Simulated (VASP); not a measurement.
# Cd3O (Cmmm) in VASP: single point with PBE

Aim: the single point of Cd3O with PBE.

Everything below comes from runs of VASP 6.6.1. Logs are shortened: lines on timing, memory, paths and dates and some standing lists are left out, and cuts for length are marked.

## Step 1: The cell of the first run

The structure is orthorhombic, space group Cmmm (No. 65). The conventional cell has a = 6.923 Å, b = 7.449 Å, c = 7.120 Å, α = 90.00°, β = 90.00°, γ = 90.00°. Cd (site symmetry m) has 1 O at 2.16 Å and 2 Cd at 2.75 to 2.98 Å within 3.0 Å. Within 3.0 Å of Cd (site symmetry m2m) lie 2 O at 2.30 Å. Within 2.9 Å of O (site symmetry mm2) lie 4 Cd at 2.16 to 2.30 Å.

The cell was built from a structure type or drawn by symmetry, and may not be a known phase.

## Step 2: Single point, PBE

Contents of INCAR:

```
ALGO     = Normal         # electronic algorithm
EDIFF    = 1E-7           # SCF threshold, eV
ENCUT    = 520            # plane-wave cutoff, eV
GGA      = PE             # functional
ISIF     = 2              # what is computed and relaxed
ISMEAR   = 0              # smearing method
LASPH    = T              # aspherical terms in the spheres
LCHARG   = F              # write CHGCAR
LREAL    = F              # projectors in reciprocal space
LWAVE    = F              # write WAVECAR
NBANDS   = 52             # bands
NELM     = 100            # most SCF steps
PREC     = Accurate       # precision mode
SIGMA    = 0.2            # smearing width, eV
```

Contents of KPOINTS:

```
k-points
0
Gamma
  3 3 2
```

Contents of POSCAR:

```
Cd3O
1.0
    3.7244511729     -3.4612858525      0.0000000000
    3.7244511729      3.4612858525      0.0000000000
    0.0000000000      0.0000000000      7.1203408390
Cd O
6 2
Direct
    0.6985613064      0.3014386936      0.2906058262
    0.3014386936      0.6985613064      0.2906058262
    0.3014386936      0.6985613064      0.7093941738
    0.6985613064      0.3014386936      0.7093941738
    0.2323086135      0.2323086135      0.0000000000
    0.7676913865      0.7676913865      0.0000000000
    0.0000000000      0.0000000000      0.7877242352
    0.0000000000      0.0000000000      0.2122757648
```

Potentials or basis: VASP PAW PBE potentials, release 64 (Cd, O).

On the command line:

```bash
$ cat potpaw_PBE.64/Cd/POTCAR potpaw_PBE.64/O/POTCAR > POTCAR
$ mpirun -np 1 vasp_std > vasp.out
```

OUTCAR:

```text
EDIFF = 1E-7
   ENCUT = 520
   GGA = PE
   ISIF = 2
   ISMEAR = 0
   LASPH = T
   LREAL = F
   NELM = 100
   PREC = Accurate

 ion  position               nearest neighbor table
   1  0.699  0.301  0.291-   8 2.16   2 2.75   4 2.98   6 3.19   5 3.19   5 3.41   6 3.41
   2  0.301  0.699  0.291-   8 2.16   1 2.75   3 2.98   6 3.19   5 3.19   5 3.41   6 3.41
   3  0.301  0.699  0.709-   7 2.16   4 2.75   2 2.98   6 3.19   5 3.19   5 3.41   6 3.41
   4  0.699  0.301  0.709-   7 2.16   3 2.75   1 2.98   6 3.19   5 3.19   5 3.41   6 3.41
   5  0.232  0.232  0.000-   7 2.30   8 2.30   3 3.19   4 3.19   1 3.19   2 3.19   2 3.41   3 3.41
                             1 3.41   4 3.41   6 3.46   6 3.47   6 3.47
   6  0.768  0.768  0.000-   7 2.30   8 2.30   3 3.19   4 3.19   1 3.19   2 3.19   1 3.41   4 3.41
                             2 3.41   3 3.41   5 3.46   5 3.47   5 3.47
   7  0.000  0.000  0.788-   3 2.16   4 2.16   5 2.30   6 2.30
   8  0.000  0.000  0.212-   1 2.16   2 2.16   5 2.30   6 2.30

  LATTYP: Found a base centered orthorhombic cell.
 ALAT       =     6.9225717050
 B/A-ratio  =     1.0760310854
 C/A-ratio  =     1.0285687375

  Lattice vectors:

 A1 = (  -3.7244511729,  -3.4612858525,   0.0000000000)
 A2 = (   3.7244511729,  -3.4612858525,   0.0000000000)
 A3 = (   0.0000000000,   0.0000000000,   7.1203408390)

Analysis of symmetry for initial positions (statically):
=====================================================================
 Subroutine PRICEL returns:
 Original cell was already a primitive cell.

 Routine SETGRP: Setting up the symmetry group for a
 base centered orthorhombic supercell.

 Subroutine GETGRP returns: Found  8 space group operations
 (whereof  8 operations were pure point group operations)
 out of a pool of  8 trial point group operations.

The static configuration has the point symmetry D_2h.

Analysis of symmetry for dynamics (positions and initial velocities):
=====================================================================
 Subroutine PRICEL returns:
 Original cell was already a primitive cell.

 Routine SETGRP: Setting up the symmetry group for a
 base centered orthorhombic supercell.

 Subroutine GETGRP returns: Found  8 space group operations
 (whereof  8 operations were pure point group operations)
 out of a pool of  8 trial point group operations.

The dynamic configuration has the point symmetry D_2h.

 Subroutine INISYM returns: Found  8 space group operations
 (whereof  8 operations are pure point group operations),
 and found     1 'primitive' translations

----------------------------------------------------------------------------------------

                                     Primitive cell

  volume of cell :     183.5822

  direct lattice vectors                    reciprocal lattice vectors
     3.724451173 -3.461285853  0.000000000     0.134247967 -0.144454986  0.000000000
     3.724451173  3.461285853  0.000000000     0.134247967  0.144454986  0.000000000
     0.000000000  0.000000000  7.120340839     0.000000000  0.000000000  0.140442715

  length of vectors
     5.084489777  5.084489777  7.120340839     0.197204868  0.197204868  0.140442715

  position of ions in fractional coordinates (direct lattice)
     0.698561306  0.301438694  0.290605826
     0.301438694  0.698561306  0.290605826
     0.301438694  0.698561306  0.709394174
     0.698561306  0.301438694  0.709394174
     0.232308614  0.232308614  0.000000000
     0.767691386  0.767691386  0.000000000
     0.000000000  0.000000000  0.787724235
     0.000000000  0.000000000  0.212275765

  ion indices of the primitive-cell ions
   primitive index   ion index
                 1           1
                 2           2
                 3           3
                 4           4
                 5           5
                 6           6
                 7           7
                 8           8

----------------------------------------------------------------------------------------

 KPOINTS: k-points

Automatic generation of k-mesh.
 Grid dimensions read from file:
 generate k-points for:    3    3    2

 Generating k-lattice:

  Cartesian coordinates                     Fractional coordinates (reciprocal lattice)
     0.044749322 -0.048151662  0.000000000     0.333333333  0.000000000  0.000000000
     0.044749322  0.048151662  0.000000000     0.000000000  0.333333333  0.000000000
     0.000000000  0.000000000  0.070221358     0.000000000  0.000000000  0.500000000

  Length of vectors
     0.065734956  0.065734956  0.070221358

  Shift w.r.t. Gamma in fractional coordinates (k-lattice)
     0.000000000  0.000000000  0.000000000

 Subroutine IBZKPT returns following result:
 ===========================================

 Found      8 irreducible k-points:

 Following reciprocal coordinates:
            Coordinates               Weight
  0.000000  0.000000  0.000000      1.000000
  0.333333 -0.000000  0.000000      4.000000
  0.333333  0.333333  0.000000      2.000000
 -0.333333  0.333333  0.000000      2.000000
  0.000000  0.000000  0.500000      1.000000
  0.333333 -0.000000  0.500000      4.000000
  0.333333  0.333333  0.500000      2.000000
 -0.333333  0.333333  0.500000      2.000000
   k-points           NKPTS =      8   k-points in BZ     NKDIM =      8   number of bands    NBANDS=     52
   number of dos      NEDOS =    301   number of ions     NIONS =      8
   total plane-waves  NPLWV =  86400
   dimension x,y,z NGX =    40 NGY =   40 NGZ =   54
   dimension x,y,z NGXF=    80 NGYF=   80 NGZF=  108
   ions per type =               6   2
   NGX,Y,Z   is equivalent  to a cutoff of  13.08, 13.08, 12.61 a.u.
   NGXF,Y,Z  is equivalent  to a cutoff of  26.16, 26.16, 25.22 a.u.
 SYSTEM =  unknown system
   PREC   = accura    normal or accurate (medium, high low for compatibility)
   ISTART =      0    job   : 0-new  1-cont  2-samecut
   ICHARG =      2    charge: 1-file 2-atom 10-const
   ISPIN  =      1    spin polarized calculation?
   LNONCOLLINEAR =      F non collinear calculations
   LSORBIT =      F    spin-orbit coupling
   LASPH  =      T    aspherical Exc in radial PAW
   ENCUT  =  520.0 eV  38.22 Ry    6.18 a.u.   9.45  9.45 13.24*2*pi/ulx,y,z
   NELM   =    100;   NELMIN=  2; NELMDL= -5     # of ELM steps
   EDIFF  = 0.1E-06   stopping-criterion for ELM
   LREAL  =      F    real-space projection
   EDIFFG = 0.1E-05   stopping-criterion for IOM
   NSW    =      0    number of steps for IOM
   IBRION =     -1    ionic relax: 0-MD 1-quasi-New 2-CG
   NFREE  =      0    steps in history (QN), initial steepest desc. (CG)
   ISIF   =      2    stress and relaxation
   ISYM   =      2    0-nonsym 1-usesym 2-fastsym
   POTIM  = 0.5000    time-step for ionic-motion
   TEBEG  =    0.0;   TEEND  =   0.0 temperature during run
   PSTRESS=    0.0 pullay stress
   NELECT =      84.0000    total number of electrons
   NUPDOWN=      -1.0000    fix difference up-down
   EMIN   =  10.00;   EMAX   =-10.00  energy-range for DOS
   EFERMI =   0.00;   METHOD = LEGACY
   ISMEAR =     0;   SIGMA  =   0.20  broadening in eV -4-tet -1-fermi 0-gaus
   EFERMI_NEDOS =   21; number of points for ismear=-14 and -15
   IALGO  =     38    algorithm
   IMIX   =      4    mixing-type and parameters
     AMIX     =   0.40;   BMIX     =  1.00
     AMIX_MAG =   1.60;   BMIX_MAG =  1.00
  volume/ion in A,a.u.               =      22.95       154.86
  Fermi-wavevector in a.u.,A,eV,Ry     =   1.261511  2.383910 21.652452  1.591410
  Thomas-Fermi vector in A             =   2.394966
   LORBIT       =      0    0 simple, 1 ext, 2 COOP (PROOUT), +10 PAW based schemes
   GGA     = PE    functional components
   LHFCALC =     F    Hartree Fock is set to
   AEXX    =    0.0000 exact exchange contribution
   IVDW    =     0    specifies the selected vdW correction
   LEPSILON=     F    determine dielectric tensor
   LRPA    =     F    only Hartree local field effects (RPA)
 non-spin polarized calculation
 Gauss-broadening in eV      SIGMA  =   0.20
  energy-cutoff  :      520.00
  volume of cell :      183.58
 maximum number of plane-waves:      4967
 NGX is ok and might be reduce to    40
   NGX = 19   NGY = 19   NGZ = 27

 number of electron      83.9999983 magnetization

 Free energy of the ion-electron system (eV)
  ---------------------------------------------------
  ext. energy  EPLUGINS =         0.00000000
  ---------------------------------------------------
  free energy    TOTEN  =       -16.90455628 eV

  energy without entropy =      -16.88556532  energy(sigma->0) =      -16.89506080

 E-fermi :   1.2973     XC(G=0):  -9.6103

 val. band max:        1.1308911974   @ k =  -0.3333   0.3333   0.5000
 cond. band min:       1.4859116305   @ k =   0.0000   0.0000   0.5000
 fundamental gap:      0.3550204331
 Fermi energy:         1.2972823042

 k-point     1 :       0.0000    0.0000    0.0000
  band No.  band energies     occupation
      1     -16.7320      2.00000
      2     -16.5486      2.00000
      3      -7.9106      2.00000
      4      -7.7505      2.00000
      5      -7.7439      2.00000
      6      -7.7034      2.00000
[... 44 lines left out ...]
     51       6.4488      0.00000
     52       6.8193      0.00000

 k-point     2 :       0.3333   -0.0000    0.0000
  band No.  band energies     occupation
      1     -16.7203      2.00000
      2     -16.5403      2.00000
      3      -8.0739      2.00000
      4      -7.9443      2.00000
      5      -7.7747      2.00000
      6      -7.6566      2.00000
[... 44 lines left out ...]
     51       6.7612      0.00000
     52       7.0052      0.00000
[... 273 lines left out ...]
     51       6.8628      0.00000
     52       7.4954      0.00000

 k-point     8 :      -0.3333    0.3333    0.5000
  band No.  band energies     occupation
      1     -16.7053      2.00000
      2     -16.5494      2.00000
      3      -8.0420      2.00000
      4      -7.9652      2.00000
      5      -7.6817      2.00000
      6      -7.6618      2.00000
[... 44 lines left out ...]
     51       7.0476      0.00000
     52       7.3930      0.00000

------------------------ aborting loop because EDIFF is reached ----------------------------------------

  FORCE on cell =-STRESS in cart. coord.  units (eV):
  Direction    XX          YY          ZZ          XY          YZ          ZX
  --------------------------------------------------------------------------------------
  -------------------------------------------------------------------------------------
  Total        0.5562872      0.9747518      0.2329037      0.0000000      0.0000000      0.0000000
  in kB        4.8548873      8.5069543      2.0326210      0.0000000      0.0000000      0.0000000
  external PRESSURE =       5.1314875 kB  Pullay stress =       0.0000000 kB

 VOLUME and BASIS-vectors are now :
 -----------------------------------------------------------------------------
  energy-cutoff  :      520.00
  volume of cell :      183.58
      direct lattice vectors                 reciprocal lattice vectors
     3.724451173 -3.461285853  0.000000000     0.134247967 -0.144454986  0.000000000
     3.724451173  3.461285853  0.000000000     0.134247967  0.144454986  0.000000000
     0.000000000  0.000000000  7.120340839     0.000000000  0.000000000  0.140442715

 POSITION                                       TOTAL-FORCE (eV/Angst)
 -----------------------------------------------------------------------------------
      3.72445     -1.37455      2.06921         0.000000      0.014457      0.026901
      3.72445      1.37455      2.06921         0.000000     -0.014457      0.026901
      3.72445      1.37455      5.05113         0.000000     -0.014457     -0.026901
      3.72445     -1.37455      5.05113         0.000000      0.014457     -0.026901
      1.73044      0.00000      0.00000         0.084754      0.000000      0.000000
      5.71846      0.00000      0.00000        -0.084754      0.000000      0.000000
      0.00000      0.00000      5.60887         0.000000      0.000000     -0.055745
      0.00000      0.00000      1.51148         0.000000      0.000000      0.055745
 -----------------------------------------------------------------------------------
    total drift:                                0.000000      0.000000     -0.000000

  FREE ENERGIE OF THE ION-ELECTRON SYSTEM (eV)
  ---------------------------------------------------
  free  energy   TOTEN  =       -16.9045562750 eV

  energy  without entropy=      -16.8855653181  energy(sigma->0) =      -16.89506080
```

Run time: 79 s. Hardware: 1 thread of Intel Xeon Platinum 8259CL at 2.50GHz (Skylake/Cascade Lake), shared host; peak memory 0.29 GiB.

Results:

```yaml
Free_energy: -16.9046 eV
Pressure: 0.5 GPa
Largest_force: 0.085 eV/Å
Band_gap_on_the_k_mesh: zero (bands 42 and 43 overlap by 1.87 eV)
```

Forces on the atoms (eV/Å):
```
Cd   0.000  0.014  0.027
Cd   0.000 -0.014  0.027
Cd   0.000 -0.014 -0.027
Cd   0.000  0.014 -0.027
Cd   0.085  0.000  0.000
Cd  -0.085  0.000  0.000
O    0.000  0.000 -0.056
O    0.000  0.000  0.056
```

Levels at points of the mesh, in eV from the Fermi level:
```csv
k point,band 39,band 40,band 41,band 42,band 43,band 44,band 45,band 46
"(0.00, 0.00, 0.00)",-2.58,-2.09,-1.28,-0.23,1.09,1.39,2.45,3.41
"(0.00, 0.00, 0.50)",-2.60,-2.49,0.19,1.27,1.50,1.55,1.83,1.86
```

Caveat: the k points lie up to 0.44 Å⁻¹ apart, too coarse for converged energies and pressures of a metal.
